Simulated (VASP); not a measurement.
# LaBi (Fm-3m) in VASP: further runs

LaBi is run at these levels: LDA; tasks: relaxation of cell and atoms.

All numbers are computed with VASP 6.6.1; they aren't measurements. Logs are shortened: lines on timing, memory, paths and dates and some standing lists are left out, and cuts for length are marked.

## (1) The cell of the first run

The structure is cubic, space group Fm-3m (No. 225). Conventional cell: a = 6.565 Å, b = 6.565 Å, c = 6.565 Å, α = 90.00°, β = 90.00°, γ = 90.00°. La (site symmetry m-3m) has 6 Bi at 3.28 Å within 4.3 Å. Bi (site symmetry m-3m) has 6 La at 3.28 Å within 4.3 Å.

## (2) Relaxation of cell and atoms, LDA, target pressure 6 GPa, at which the enthalpy is minimised

File INCAR:

```
ALGO = Normal
EDIFF = 1E-6
EDIFFG = -0.01
ENCUT = 600
GGA = CA
IBRION = 2
ISIF = 3
ISMEAR = -1
LASPH = True
LCHARG = False
LREAL = False
LWAVE = False
NELM = 80
NSW = 80
PREC = Accurate
PSTRESS = 60.0
SIGMA = 0.1
```

File KPOINTS:

```
k-points
0
Gamma
  9 9 9
```

File POSCAR:

```
LaBi
1.0
    0.0000000000      3.2825000000      3.2825000000
    3.2825000000      0.0000000000      3.2825000000
    3.2825000000      3.2825000000      0.0000000000
La Bi
1 1
Direct
    0.0000000000      0.0000000000      0.0000000000
    0.5000000000      0.5000000000      0.5000000000
```

Potentials or basis: VASP PAW LDA potentials, release 64 (La, Bi_d).

Run with:

```
> cat potpaw_LDA.64/La/POTCAR potpaw_LDA.64/Bi_d/POTCAR > POTCAR
> mpirun -np 1 vasp_std > vasp.out
```

OUTCAR:

```text
EDIFF = 1E-6
   EDIFFG = -0.01
   ENCUT = 600
   GGA = CA
   IBRION = 2
   ISIF = 3
   ISMEAR = -1
   LASPH = True
   LREAL = False
   NELM = 80
   NSW = 80
   PREC = Accurate
   PSTRESS = 60.0

 ion  position               nearest neighbor table
   1  0.000  0.000  0.000-   2 3.28   2 3.28   2 3.28   2 3.28   2 3.28   2 3.28
   2  0.500  0.500  0.500-   1 3.28   1 3.28   1 3.28   1 3.28   1 3.28   1 3.28

  LATTYP: Found a face centered cubic cell.
 ALAT       =     6.5650000000

  Lattice vectors:

 A1 = (   0.0000000000,   3.2825000000,   3.2825000000)
 A2 = (   3.2825000000,   0.0000000000,   3.2825000000)
 A3 = (   3.2825000000,   3.2825000000,   0.0000000000)

Analysis of symmetry for initial positions (statically):
=====================================================================
 Subroutine PRICEL returns:
 Original cell was already a primitive cell.

 Routine SETGRP: Setting up the symmetry group for a
 face centered cubic supercell.

 Subroutine GETGRP returns: Found 48 space group operations
 (whereof 48 operations were pure point group operations)
 out of a pool of 48 trial point group operations.

The static configuration has the point symmetry O_h .

Analysis of symmetry for dynamics (positions and initial velocities):
=====================================================================
 Subroutine PRICEL returns:
 Original cell was already a primitive cell.

 Routine SETGRP: Setting up the symmetry group for a
 face centered cubic supercell.

 Subroutine GETGRP returns: Found 48 space group operations
 (whereof 48 operations were pure point group operations)
 out of a pool of 48 trial point group operations.

The dynamic configuration has the point symmetry O_h .

 Subroutine INISYM returns: Found 48 space group operations
 (whereof 48 operations are pure point group operations),
 and found     1 'primitive' translations

----------------------------------------------------------------------------------------

                                     Primitive cell

  volume of cell :      70.7366

  direct lattice vectors                    reciprocal lattice vectors
     0.000000000  3.282500000  3.282500000    -0.152322925  0.152322925  0.152322925
     3.282500000  0.000000000  3.282500000     0.152322925 -0.152322925  0.152322925
     3.282500000  3.282500000  0.000000000     0.152322925  0.152322925 -0.152322925

  length of vectors
     4.642156018  4.642156018  4.642156018     0.263831045  0.263831045  0.263831045

  position of ions in fractional coordinates (direct lattice)
     0.000000000  0.000000000  0.000000000
     0.500000000  0.500000000  0.500000000

  ion indices of the primitive-cell ions
   primitive index   ion index
                 1           1
                 2           2

----------------------------------------------------------------------------------------

 KPOINTS: k-points

Automatic generation of k-mesh.
 Grid dimensions read from file:
 generate k-points for:    9    9    9

 Generating k-lattice:

  Cartesian coordinates                     Fractional coordinates (reciprocal lattice)
    -0.016924769  0.016924769  0.016924769     0.111111111  0.000000000  0.000000000
     0.016924769 -0.016924769  0.016924769     0.000000000  0.111111111  0.000000000
     0.016924769  0.016924769 -0.016924769     0.000000000  0.000000000  0.111111111

  Length of vectors
     0.029314561  0.029314561  0.029314561

  Shift w.r.t. Gamma in fractional coordinates (k-lattice)
     0.000000000  0.000000000  0.000000000

 Subroutine IBZKPT returns following result:
 ===========================================

 Found     35 irreducible k-points:

 Following reciprocal coordinates:
            Coordinates               Weight
  0.000000  0.000000  0.000000      1.000000
  0.111111  0.000000  0.000000      8.000000
  0.222222  0.000000  0.000000      8.000000
  0.333333  0.000000  0.000000      8.000000
  0.444444  0.000000  0.000000      8.000000
  0.111111  0.111111  0.000000      6.000000
[... 16 lines left out ...]
 -0.333333  0.333333  0.000000     12.000000
  0.444444  0.444444  0.000000      6.000000
 [... further k-points ...]
   k-points           NKPTS =     35   k-points in BZ     NKDIM =     35   number of bands    NBANDS=     17
   number of dos      NEDOS =    301   number of ions     NIONS =      2
   total plane-waves  NPLWV =  64000
   dimension x,y,z NGX =    40 NGY =   40 NGZ =   40
   dimension x,y,z NGXF=    80 NGYF=   80 NGZF=   80
   ions per type =               1   1
   NGX,Y,Z   is equivalent  to a cutoff of  14.32, 14.32, 14.32 a.u.
   NGXF,Y,Z  is equivalent  to a cutoff of  28.65, 28.65, 28.65 a.u.
 SYSTEM =  unknown system
   PREC   = accura    normal or accurate (medium, high low for compatibility)
   ISTART =      0    job   : 0-new  1-cont  2-samecut
   ICHARG =      2    charge: 1-file 2-atom 10-const
   ISPIN  =      1    spin polarized calculation?
   LNONCOLLINEAR =      F non collinear calculations
   LSORBIT =      F    spin-orbit coupling
   LASPH  =      T    aspherical Exc in radial PAW
   ENCUT  =  600.0 eV  44.10 Ry    6.64 a.u.   9.27  9.27  9.27*2*pi/ulx,y,z
   NELM   =     80;   NELMIN=  2; NELMDL= -5     # of ELM steps
   EDIFF  = 0.1E-05   stopping-criterion for ELM
   LREAL  =      F    real-space projection
   EDIFFG = -.1E-01   stopping-criterion for IOM
   NSW    =     80    number of steps for IOM
   IBRION =      2    ionic relax: 0-MD 1-quasi-New 2-CG
   NFREE  =      1    steps in history (QN), initial steepest desc. (CG)
   ISIF   =      3    stress and relaxation
   ISYM   =      2    0-nonsym 1-usesym 2-fastsym
   POTIM  = 0.5000    time-step for ionic-motion
   TEBEG  =    0.0;   TEEND  =   0.0 temperature during run
   PSTRESS=   60.0 pullay stress
   NELECT =      26.0000    total number of electrons
   NUPDOWN=      -1.0000    fix difference up-down
   EMIN   =  10.00;   EMAX   =-10.00  energy-range for DOS
   EFERMI =   0.00;   METHOD = LEGACY
   ISMEAR =    -1;   SIGMA  =   0.10  broadening in eV -4-tet -1-fermi 0-gaus
   EFERMI_NEDOS =   21; number of points for ismear=-14 and -15
   IALGO  =     38    algorithm
   IMIX   =      4    mixing-type and parameters
     AMIX     =   0.40;   BMIX     =  1.00
     AMIX_MAG =   1.60;   BMIX_MAG =  1.00
  volume/ion in A,a.u.               =      35.37       238.68
  Fermi-wavevector in a.u.,A,eV,Ry     =   1.172694  2.216070 18.710871  1.375210
  Thomas-Fermi vector in A             =   2.309118
   LORBIT       =      0    0 simple, 1 ext, 2 COOP (PROOUT), +10 PAW based schemes
   GGA     = CA    functional components
   LHFCALC =     F    Hartree Fock is set to
   AEXX    =    0.0000 exact exchange contribution
   IVDW    =     0    specifies the selected vdW correction
   LEPSILON=     F    determine dielectric tensor
   LRPA    =     F    only Hartree local field effects (RPA)
 conjugate gradient relaxation of ions
 non-spin polarized calculation
  energy-cutoff  :      600.00
  volume of cell :       70.74
 maximum number of plane-waves:      2397
 NGX is ok and might be reduce to    40
   NGX = 19   NGY = 19   NGZ = 19

--------------------------------------- Ionic step        1  -------------------------------------------

 number of electron      25.9999998 magnetization

 Free energy of the ion-electron system (eV)
  ---------------------------------------------------
  ext. energy  EPLUGINS =         0.00000000
  ---------------------------------------------------
  free energy    TOTEN  =       -12.29183258 eV

  energy without entropy =      -12.28033765  energy(sigma->0) =      -12.28608511

 E-fermi :   6.7441     XC(G=0):  -9.8151

 val. band max:        6.7205661661   @ k =   0.3333   0.3333   0.0000
 cond. band min:       6.9439501005   @ k =   0.0000   0.0000   0.0000
 fundamental gap:      0.2233839344
 Fermi energy:         6.7441250310

 k-point     1 :       0.0000    0.0000    0.0000
  band No.  band energies     occupation
      1     -25.8478      2.00000
      2     -14.9244      2.00000
      3     -14.9244      2.00000
      4     -14.8702      2.00000
      5     -14.8702      2.00000
      6     -14.8702      2.00000
[... 9 lines left out ...]
     16       7.9339      0.00001
     17       8.3719      0.00000
[... 443 lines left out ...]
      1     -25.8290      2.00000
      2     -14.9194      2.00000
      3     -14.9136      2.00000
      4     -14.8740      2.00000
      5     -14.8589      2.00000
      6     -14.8589      2.00000
[... 9 lines left out ...]
     16       8.5618      0.00000
     17       8.6134      0.00000

 [... further k-points ...]
[... 5 lines left out ...]
  --------------------------------------------------------------------------------------
  -------------------------------------------------------------------------------------
  Total       -0.6658199     -0.6658199     -0.6658199      0.0000000     -0.0000000     -0.0000000
  in kB      -15.0807583    -15.0807583    -15.0807583      0.0000000     -0.0000000     -0.0000000
  external PRESSURE =     -75.0807583 kB  Pullay stress =      60.0000000 kB
[... 175 lines left out ...]
  enthalpy is  TOTEN    =        -9.8423627736 eV   P V=        2.3538307870

--------------------------------------- Ionic step        6  -------------------------------------------

 number of electron      25.9999997 magnetization

 Free energy of the ion-electron system (eV)
  ---------------------------------------------------
  ext. energy  EPLUGINS =         0.00000000
  ---------------------------------------------------
  free energy    TOTEN  =       -12.20327225 eV

  energy without entropy =      -12.19062731  energy(sigma->0) =      -12.19694978

 E-fermi :   7.9195     XC(G=0): -10.3309

 val. band max:        7.9046866770   @ k =   0.1111   0.1111   0.0000
 cond. band min:       8.1377995839   @ k =  -0.4444   0.4444   0.0000
 fundamental gap:      0.2331129069
 Fermi energy:         7.9194990379

 k-point     1 :       0.0000    0.0000    0.0000
  band No.  band energies     occupation
      1     -24.3250      2.00000
      2     -13.8716      2.00000
      3     -13.8716      2.00000
      4     -13.7983      2.00000
      5     -13.7983      2.00000
      6     -13.7983      2.00000
[... 9 lines left out ...]
     16       9.1289      0.00001
     17       9.8249      0.00000
[... 443 lines left out ...]
      1     -24.2908      2.00000
      2     -13.8633      2.00000
      3     -13.8486      2.00000
      4     -13.8049      2.00000
      5     -13.7797      2.00000
      6     -13.7797      2.00000
[... 9 lines left out ...]
     16      10.1059      0.00000
     17      10.1535      0.00000

 [... further k-points ...]
[... 5 lines left out ...]
  --------------------------------------------------------------------------------------
  -------------------------------------------------------------------------------------
  Total        2.3494315      2.3494315      2.3494315      0.0000000      0.0000000     -0.0000000
  in kB       59.7094091     59.7094091     59.7094091      0.0000000      0.0000000     -0.0000000
  external PRESSURE =      -0.2905909 kB  Pullay stress =      60.0000000 kB
[... 17 lines left out ...]
  FREE ENERGIE OF THE ION-ELECTRON SYSTEM (eV)
  ---------------------------------------------------
  free  energy   TOTEN  =       -12.2032722496 eV

  energy  without entropy=      -12.1906273124  energy(sigma->0) =      -12.19694978

  enthalpy is  TOTEN    =        -9.8424066318 eV   P V=        2.3608656178

 reached required accuracy - stopping structural energy minimisation
```

Wall time 2.7 min (1 thread of AMD EPYC 9R45 (Zen 5), shared host); peak memory 0.23 GiB.

Results:

| Quantity | Value |
| --- | --- |
| Free energy | -12.2033 eV |
| Relaxed volume | 31.52 Å³/atom |
| Relaxed cell | a = 4.467 Å, b = 4.467 Å, c = 4.467 Å, α = 60.00°, β = 60.00°, γ = 60.00° |
| Space group after relaxing (to 0.05 Å) | Fm-3m (No. 225) |
| Energy change on relaxing (the enthalpy is what falls) | +44.3 meV/atom |
| Ionic steps | 6 |
| Pressure after relaxing | 6.0 GPa |
| Band gap on the k mesh | zero (band 13 reaches 8.21 eV, above the bottom of band 14 at 7.73 eV) |

The path:
```
step  energy change (eV)  largest force (eV/Å)  pressure (GPa)  volume (Å³)
   1              0.0000                0.0000           -1.51        70.74
   2              0.6967                0.0000           20.07        55.09
   3              0.0831                0.0000            5.72        63.19
   4              0.0900                0.0000            5.92        63.00
   5              0.0956                0.0000            6.12        62.85
   6              0.0886                0.0000            5.97        63.04
```

Final structure:
```
La Bi
1.0
     0.00000    3.15888    3.15888
     3.15888    0.00000    3.15888
     3.15888    3.15888    0.00000
La Bi
1 1
Direct
  0.00000 0.00000 0.00000
  0.50000 0.50000 0.50000
```

Caveat: the cell is relaxed towards a set pressure, so the enthalpy falls and the energy may rise; spin-orbit coupling is left out, which moves the levels of the heavy elements. LDA usually gives volumes a few per cent too small.

## (3) Relaxation of cell and atoms, LDA, target pressure 8 GPa, at which the enthalpy is minimised

File INCAR:

```
ALGO = Normal
EDIFF = 1E-6
EDIFFG = -0.01
ENCUT = 600
IBRION = 2
ISIF = 3
ISMEAR = -1
LASPH = T
LCHARG = F
LREAL = F
LWAVE = F
NELM = 60
NSW = 80
PREC = Accurate
PSTRESS = 80.0
SIGMA = 0.1
```

KPOINTS is that of step 2.

POSCAR is that of step 2.

Potentials or basis: VASP PAW LDA potentials, release 64 (La, Bi_d).

Run with:

```
> cat potpaw_LDA.64/La/POTCAR potpaw_LDA.64/Bi_d/POTCAR > POTCAR
> mpirun -np 1 vasp_std > vasp.out
```

OUTCAR:

```text
EDIFF = 1E-6
   EDIFFG = -0.01
   ENCUT = 600
   IBRION = 2
   ISIF = 3
   ISMEAR = -1
   LASPH = T
   LREAL = F
   NELM = 60
   NSW = 80
   PREC = Accurate
   PSTRESS = 80.0

 ion  position               nearest neighbor table
   1  0.000  0.000  0.000-   2 3.28   2 3.28   2 3.28   2 3.28   2 3.28   2 3.28
   2  0.500  0.500  0.500-   1 3.28   1 3.28   1 3.28   1 3.28   1 3.28   1 3.28

  LATTYP: Found a face centered cubic cell.
 ALAT       =     6.5650000000

  Lattice vectors:

 A1 = (   0.0000000000,   3.2825000000,   3.2825000000)
 A2 = (   3.2825000000,   0.0000000000,   3.2825000000)
 A3 = (   3.2825000000,   3.2825000000,   0.0000000000)

Analysis of symmetry for initial positions (statically):
=====================================================================
 Subroutine PRICEL returns:
 Original cell was already a primitive cell.

 Routine SETGRP: Setting up the symmetry group for a
 face centered cubic supercell.

[... 158 lines left out ...]

 number of electron      25.9999998 magnetization

 Free energy of the ion-electron system (eV)
  ---------------------------------------------------
  ext. energy  EPLUGINS =         0.00000000
  ---------------------------------------------------
  free energy    TOTEN  =       -12.29183258 eV

  energy without entropy =      -12.28033765  energy(sigma->0) =      -12.28608511

 E-fermi :   6.7441     XC(G=0):  -9.8151

 val. band max:        6.7205661661   @ k =   0.3333   0.3333   0.0000
 cond. band min:       6.9439501005   @ k =   0.0000   0.0000   0.0000
 fundamental gap:      0.2233839344
 Fermi energy:         6.7441250310
[... 1158 lines left out ...]
--------------------------------------- Ionic step        6  -------------------------------------------

 number of electron      25.9999999 magnetization

 Free energy of the ion-electron system (eV)
  ---------------------------------------------------
  ext. energy  EPLUGINS =         0.00000000
  ---------------------------------------------------
  free energy    TOTEN  =       -12.13887384 eV

  energy without entropy =      -12.12589652  energy(sigma->0) =      -12.13238518

 E-fermi :   8.1855     XC(G=0): -10.4410

 val. band max:        8.1746978694   @ k =   0.1111   0.1111   0.0000
 cond. band min:       8.3994594256   @ k =  -0.4444   0.4444   0.0000
 fundamental gap:      0.2247615562
 Fermi energy:         8.1855436018
[... 513 lines left out ...]
  energy  without entropy=      -12.1258965215  energy(sigma->0) =      -12.13238518

  enthalpy is  TOTEN    =        -9.0655958969 eV   P V=        3.0732779445

 reached required accuracy - stopping structural energy minimisation
```

CONTCAR:

```text
LaBi
   1.00000000000000
    -0.0000000000000000    3.1337485522141280    3.1337485522141280
     3.1337485522141280    0.0000000000000000    3.1337485522141280
     3.1337485522141280    3.1337485522141280    0.0000000000000000
  La              Bi
     1     1
Direct
     0.0000000000000000    0.0000000000000000    1.0000000000000000
     0.5000000000000000    0.5000000000000000    0.5000000000000000

  0.00000000E+00  0.00000000E+00  0.00000000E+00
  0.00000000E+00  0.00000000E+00  0.00000000E+00
```

Run time: 2.9 min. Hardware: 1 thread of AMD EPYC 9R45 (Zen 5), shared host; peak memory 0.23 GiB.

What came out:

* Free energy: -12.1389 eV
* Relaxed volume: 30.77 Å³/atom
* Relaxed cell: a = 4.432 Å, b = 4.432 Å, c = 4.432 Å, α = 60.00°, β = 60.00°, γ = 60.00°
* Space group after relaxing (to 0.05 Å): Fm-3m (No. 225)
* Energy change on relaxing (the enthalpy is what falls): +76.5 meV/atom
* Ionic steps: 6
* Pressure after relaxing: 8.0 GPa
* Band gap on the k mesh: zero (band 13 reaches 8.49 eV, above the bottom of band 14 at 7.95 eV)

The path:
```csv
step,energy change (eV),largest force (eV/Å),pressure (GPa),volume (Å³)
1,0.0000,0.0000,-1.51,70.74
2,1.2809,0.0000,30.60,51.35
3,0.1366,0.0000,7.47,61.89
4,0.1513,0.0000,7.87,61.58
5,0.1600,0.0000,8.09,61.41
6,0.1530,0.0000,8.01,61.55
```

Final structure:
```
La Bi
1.0
     0.00000    3.13375    3.13375
     3.13375    0.00000    3.13375
     3.13375    3.13375    0.00000
La Bi
1 1
Direct
  0.00000 0.00000 0.00000
  0.50000 0.50000 0.50000
```

Levels at points of the mesh, in eV from the Fermi level:
| k point | band 9 | band 10 | band 11 | band 12 | band 13 | band 14 | band 15 | band 16 | band 17 |
| --- | --- | --- | --- | --- | --- | --- | --- | --- | --- |
| (0.00, 0.00, 0.00) | -15.89 | -10.88 | 0.31 | 0.31 | 0.31 | 1.21 | 1.21 | 1.21 | 1.95 |

Caveat: the cell is relaxed towards a set pressure, so the enthalpy falls and the energy may rise; spin-orbit coupling is left out, which moves the levels of the heavy elements.
